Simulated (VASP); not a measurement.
# Ga2O3 (R-3c) in VASP: further runs, part 2 of 2

VASP 6.6.1.

## (4) Single point, PBE (epitaxial xy strain -1.0%)

INCAR reads:

```
SYSTEM = Ga2O3
ALGO = Normal
EDIFF = 1E-6
ENCUT = 520
GGA = PE
ISIF = 2
ISMEAR = -1
LASPH = .True.
LCHARG = .True.
LELF = .True.
LREAL = .False.
LVHAR = .True.
LWAVE = .False.
NBANDS = 55
NELM = 100
PREC = Accurate
SIGMA = 0.02
```

KPOINTS reads:

```
k-points
0
Gamma
  6 6 6
  0 0 0
```

POSCAR reads:

```
Ga2O3
1.0
    2.4673371466      1.4245177658      4.5137763372
   -2.4673371466      1.4245177658      4.5137763372
    0.0000000000     -2.8490355315      4.5137763372
Ga O
4 6
Direct
    0.8547059783      0.8547059783      0.8547059783
    0.3547059783      0.3547059783      0.3547059783
    0.1452940217      0.1452940217      0.1452940217
    0.6452940217      0.6452940217      0.6452940217
    0.4460396512      0.0539603488      0.7500000000
    0.0539603488      0.7500000000      0.4460396512
    0.5539603488      0.9460396512      0.2500000000
    0.2500000000      0.5539603488      0.9460396512
    0.9460396512      0.2500000000      0.5539603488
    0.7500000000      0.4460396512      0.0539603488
```

Potentials or basis: VASP PAW PBE potentials, release 64 (Ga_d, O).

Started as:

```bash
> cat potpaw_PBE.64/Ga_d/POTCAR potpaw_PBE.64/O/POTCAR > POTCAR
> mpirun -np 1 vasp_std > vasp.out
```

OUTCAR:

```text
SYSTEM = Ga2O3
   EDIFF = 1E-6
   ENCUT = 520
   GGA = PE
   ISIF = 2
   ISMEAR = -1
   LASPH = .True.
   LREAL = .False.
   NELM = 100
   PREC = Accurate

 ion  position               nearest neighbor table
   1  0.855  0.855  0.855-   7 1.92   8 1.92   9 1.92   6 2.06   5 2.06  10 2.06   4 2.84   3 2.91
                             3 2.91   3 2.91
   2  0.355  0.355  0.355-   5 1.92   6 1.92  10 1.92   8 2.06   7 2.06   9 2.06   3 2.84   4 2.91
                             4 2.91   4 2.91
   3  0.145  0.145  0.145-   5 1.92  10 1.92   6 1.92   9 2.06   7 2.06   8 2.06   2 2.84   1 2.91
                             1 2.91   1 2.91
   4  0.645  0.645  0.645-   7 1.92   9 1.92   8 1.92  10 2.06   5 2.06   6 2.06   1 2.84   2 2.91
[... 1619 lines left out ...]

 VOLUME and BASIS-vectors are now :
 -----------------------------------------------------------------------------
  energy-cutoff  :      520.00
  volume of cell :       95.19
      direct lattice vectors                 reciprocal lattice vectors
     2.467337147  1.424517766  4.513776337     0.202647620  0.116998658  0.073847995
    -2.467337147  1.424517766  4.513776337    -0.202647620  0.116998658  0.073847995
     0.000000000 -2.849035532  4.513776337     0.000000000 -0.233997316  0.073847995

 POSITION                                       TOTAL-FORCE (eV/Angst)
 -----------------------------------------------------------------------------------
      0.00000      0.00000     11.57385         0.000000      0.000000      0.069631
      0.00000      0.00000      4.80319         0.000000      0.000000      0.069631
      0.00000      0.00000      1.96747         0.000000     -0.000000     -0.069631
      0.00000      0.00000      8.73814         0.000000     -0.000000     -0.069631
      0.96739     -1.42452      5.64222         0.017818      0.000000      0.000000
     -1.71736     -0.12553      5.64222        -0.008909     -0.015431      0.000000
     -0.96739      1.42452      7.89911        -0.017818      0.000000      0.000000
     -0.74997     -1.55004      7.89911         0.008909     -0.015431      0.000000
      1.71736      0.12553      7.89911         0.008909      0.015431      0.000000
      0.74997      1.55004      5.64222        -0.008909      0.015431      0.000000
 -----------------------------------------------------------------------------------
    total drift:                               -0.000000     -0.000000      0.000000

  FREE ENERGIE OF THE ION-ELECTRON SYSTEM (eV)
  ---------------------------------------------------
  free  energy   TOTEN  =       -59.1197446529 eV

  energy  without entropy=      -59.1197446528  energy(sigma->0) =      -59.11974465
```

Wall time 4.7 min (1 thread of Intel Xeon 8259CL, shared host); peak memory 0.3 GiB.

What came out:

```yaml
Free_energy: -59.1197 eV
Pressure: 14.0 GPa
Largest_force: 0.070 eV/Å
Band_gap_on_the_k_mesh: 2.99 eV (least direct gap 3.23 eV)
```

Forces on the atoms (eV/Å):
```
Ga   0.000  0.000  0.070
Ga   0.000  0.000  0.070
Ga   0.000  0.000 -0.070
Ga   0.000  0.000 -0.070
O    0.018  0.000  0.000
O   -0.009 -0.015  0.000
O   -0.018  0.000  0.000
O    0.009 -0.015  0.000
O    0.009  0.015  0.000
O   -0.009  0.015  0.000
```

Levels at points of the mesh, in eV from the valence-band top:
```csv
k point,band 42,band 43,band 44,band 45,band 46,band 47
"(0.00, 0.00, 0.00)",-0.25,-0.24,-0.24,2.99,6.79,7.06
"(0.50, 0.00, 0.00)",-1.03,-0.18,-0.18,6.52,6.52,6.93
"(0.50, 0.50, 0.00)",-0.74,-0.28,-0.15,6.71,6.90,7.84
"(0.50, 0.50, 0.50)",-0.26,-0.26,-0.26,6.05,6.05,7.98
```

Caveat: the cell differs from its parent crystal (epitaxial xy strain -1.0%); the cell stands under pressure.

## (5) Single point, PBE

This run uses another cell than the first one, of 9.64 Å³/atom.

INCAR reads:

```
ALGO = Normal
EDIFF = 1E-6
ENCUT = 520
GGA = PE
ISIF = 2
ISMEAR = -1
LASPH = True
LCHARG = True
LELF = True
LREAL = False
LVHAR = True
LWAVE = False
NBANDS = 55
NELM = 100
PREC = Accurate
SIGMA = 0.02
```

KPOINTS reads:

```
k-points
0
Gamma
  6 6 6
```

POSCAR reads:

```
Ga2O3
1.0
    2.4922597440      1.4389068341      4.4806440197
   -2.4922597440      1.4389068341      4.4806440197
    0.0000000000     -2.8778136682      4.4806440197
Ga O
4 6
Direct
    0.8554260894      0.8554260894      0.8554260894
    0.3554260894      0.3554260894      0.3554260894
    0.1445739106      0.1445739106      0.1445739106
    0.6445739106      0.6445739106      0.6445739106
    0.4463666996      0.0536333004      0.7500000000
    0.0536333004      0.7500000000      0.4463666996
    0.5536333004      0.9463666996      0.2500000000
    0.2500000000      0.5536333004      0.9463666996
    0.9463666996      0.2500000000      0.5536333004
    0.7500000000      0.4463666996      0.0536333004
```

Started as:

```bash
> cat potpaw_PBE.64/Ga_d/POTCAR potpaw_PBE.64/O/POTCAR > POTCAR
> mpirun -np 1 vasp_std > vasp.out
```

Run time: 4.5 min. Hardware: 1 thread of Intel Xeon 8259CL, shared host; peak memory 0.31 GiB.

Results (log left out):

| Quantity | Value |
| --- | --- |
| Free energy | -59.2422 eV |
| Pressure | 10.5 GPa |
| Largest force | 0.069 eV/Å |
| Band gap on the k mesh | 2.85 eV (least direct gap 3.10 eV) |

Forces on the atoms (eV/Å):
```
Ga   0.000  0.000  0.069
Ga   0.000  0.000  0.069
Ga   0.000  0.000 -0.069
Ga   0.000  0.000 -0.069
O    0.020  0.000  0.000
O   -0.010 -0.018  0.000
O   -0.020  0.000  0.000
O    0.010 -0.018  0.000
O    0.010  0.018  0.000
O   -0.010  0.018  0.000
```

Stress tensor (GPa, compression positive):
```
10.90  0.00  0.00
 0.00 10.90  0.00
 0.00  0.00  9.62
```

Levels at points of the mesh, in eV from the valence-band top:
| k point | band 40 | band 41 | band 42 | band 43 | band 44 | band 45 | band 46 | band 47 | band 48 | band 49 |
| --- | --- | --- | --- | --- | --- | --- | --- | --- | --- | --- |
| (0.00, 0.00, 0.00) | -0.33 | -0.31 | -0.31 | -0.25 | -0.25 | 2.85 | 6.71 | 6.87 | 8.96 | 10.17 |
| (0.50, 0.00, 0.00) | -1.20 | -0.99 | -0.99 | -0.15 | -0.15 | 6.43 | 6.43 | 6.78 | 6.78 | 9.95 |
| (0.50, 0.50, 0.00) | -1.03 | -0.86 | -0.70 | -0.25 | -0.15 | 6.58 | 6.78 | 7.64 | 7.75 | 8.77 |
| (0.50, 0.50, 0.50) | -1.48 | -0.30 | -0.30 | -0.30 | -0.30 | 5.90 | 5.90 | 7.89 | 7.89 | 9.53 |

Caveat: the cell stands under pressure.

## (6) Single point, PBE (epitaxial xy strain +1.0%)

INCAR reads:

```
SYSTEM = Ga2O3
  ALGO = Normal
  EDIFF = 1E-6
  ENCUT = 520
  GGA = PE
  ISIF = 2
  ISMEAR = -1
  LASPH = .TRUE.
  LCHARG = .FALSE.
  LREAL = .FALSE.
  LWAVE = .FALSE.
  NBANDS = 55
  NELM = 100
  PREC = Accurate
  SIGMA = 0.02
```

KPOINTS reads:

```
k-points
0
G
  6 6 6
  0 0 0
```

POSCAR reads:

```
Ga2O3
1.0
    2.5171823415      1.4532959025      4.4485304470
   -2.5171823415      1.4532959025      4.4485304470
    0.0000000000     -2.9065918049      4.4485304470
Ga O
4 6
Direct
    0.8560501282      0.8560501282      0.8560501282
    0.3560501282      0.3560501282      0.3560501282
    0.1439498718      0.1439498718      0.1439498718
    0.6439498718      0.6439498718      0.6439498718
    0.4466307491      0.0533692509      0.7500000000
    0.0533692509      0.7500000000      0.4466307491
    0.5533692509      0.9466307491      0.2500000000
    0.2500000000      0.5533692509      0.9466307491
    0.9466307491      0.2500000000      0.5533692509
    0.7500000000      0.4466307491      0.0533692509
```

Potentials or basis: VASP PAW PBE potentials, release 64 (Ga_d, O).

Started as:

```bash
> cat potpaw_PBE.64/Ga_d/POTCAR potpaw_PBE.64/O/POTCAR > POTCAR
> mpirun -np 1 vasp_std > vasp.out
```

It took 4.6 min on 1 thread of Intel Xeon 8259CL, shared host; peak memory 0.31 GiB.

The run converged. Its results:

```
Free energy            : -59.3073 eV
Pressure               : 7.1 GPa
Largest force          : 0.079 eV/Å
Band gap on the k mesh : 2.68 eV (least direct gap 2.93 eV)
```

Forces on the atoms (eV/Å):
```
Ga   0.000  0.000  0.079
Ga   0.000  0.000  0.079
Ga   0.000  0.000 -0.079
Ga   0.000  0.000 -0.079
O    0.018  0.000  0.000
O   -0.009 -0.016  0.000
O   -0.018  0.000  0.000
O    0.009 -0.016  0.000
O    0.009  0.016  0.000
O   -0.009  0.016  0.000
```

Stress tensor (GPa, compression positive):
```
6.08 0.00 0.00
0.00 6.08 0.00
0.00 0.00 9.25
```

Levels at points of the mesh, in eV from the valence-band top:
```tsv
k point	band 41	band 42	band 43	band 44	band 45	band 46	band 47	band 48
(0.00, 0.00, 0.00)	-0.38	-0.27	-0.27	-0.25	2.68	6.61	6.68	8.67
(0.50, 0.00, 0.00)	-0.95	-0.95	-0.14	-0.14	6.31	6.31	6.60	6.60
(0.50, 0.50, 0.00)	-0.88	-0.67	-0.23	-0.14	6.44	6.63	7.42	7.57
(0.50, 0.50, 0.50)	-0.35	-0.35	-0.35	-0.35	5.73	5.73	7.78	7.78
```

Caveat: the cell differs from its parent crystal (epitaxial xy strain +1.0%); the cell stands under pressure.

## (7) Overview

| cell | gap on the mesh (eV) | pressure (GPa) | largest force (eV/Å) |
| --- | --- | --- | --- |
| a = 5.366 Å, angles 53.5°, 10 atoms, atomic positions A | 3.22 | 21.6 | 0.06 |
| a = 5.352 Å, angles 54.3°, 10 atoms, atomic positions B | 3.12 | 17.7 | 0.07 |
| a = 5.338 Å, angles 55.1°, 10 atoms, atomic positions C | 2.99 | 14.0 | 0.07 |
| a = 5.325 Å, angles 55.8°, 10 atoms, atomic positions D | 2.85 | 10.5 | 0.07 |
| a = 5.314 Å, angles 56.5°, 10 atoms, atomic positions E | 2.68 | 7.1 | 0.08 |

Alike in all rows: task single point; level PBE; potentials or basis VASP PAW PBE potentials, release 64 (Ga_d, O); no spin polarisation; k mesh 6 × 6 × 6; cutoff (eV) 520; smearing fermi-dirac 0.02 eV.

Caveats: the cell stands under pressure.

Total energies depend on the potentials used, so only differences within one code and one set of settings carry meaning.
